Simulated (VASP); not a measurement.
Here is a VASP 6.6.1 calculation.

File INCAR:

```
SYSTEM = Sb
PREC = Accurate ; ENCUT = 520
EDIFF = 1E-7 ; ISMEAR = 0
SIGMA = 0.05 ; LREAL = .FALSE.
LASPH = .TRUE. ; NELM = 60
ALGO = Normal ; ISIF = 2
LWAVE = .FALSE. ; LCHARG = .FALSE.
LDIPOL = .TRUE. ; IDIPOL = 3
DIPOL = 0.5 0.5 0.360 ; GGA = PE
IVDW = 12 ; IBRION = 2
NSW = 40 ; EDIFFG = -0.003
```

KPOINTS

```
regular mesh
0
G
  9 9 1
  0 0 0
```

POSCAR

```
Sb
1.0
    4.0686848921      0.0000000000      0.0000000000
   -2.0343424461      3.5235844766      0.0000000000
    0.0000000000      0.0000000000     20.8000277116
Sb
4
Selective dynamics
Direct
    0.3333333333      0.6666666667      0.2951833672  F F T
    0.6666666667      0.3333333333      0.2163458656  F F F
    0.6666666667      1.3333333333      0.5041007260  F F T
    1.0000000000      1.0000000000      0.4252556916  F F T
```

Potentials or basis: VASP PAW PBE potentials, release 64 (Sb).

Command:

```console
$ cat potpaw_PBE.64/Sb/POTCAR > POTCAR
$ mpirun -np 1 vasp_std > vasp.out
```

Estimate the band gap on the k mesh.

0.12 eV, indirect (least direct gap 0.87 eV).

Estimate the dispersion energy per atom.

-0.352 eV.

What does it give for the energy gained by relaxing?

5.2 meV/atom.

Final structure:
```
Sb
1.0
     4.06868    0.00000    0.00000
    -2.03434    3.52358    0.00000
     0.00000    0.00000   20.80003
Sb
4
Direct
  0.33333 0.66667 0.29536
  0.66667 0.33333 0.21635
  0.66667 0.33333 0.49076
  0.00000 0.00000 0.41175
```

Caveat: spin-orbit coupling is left out, which moves the levels of the heavy elements.
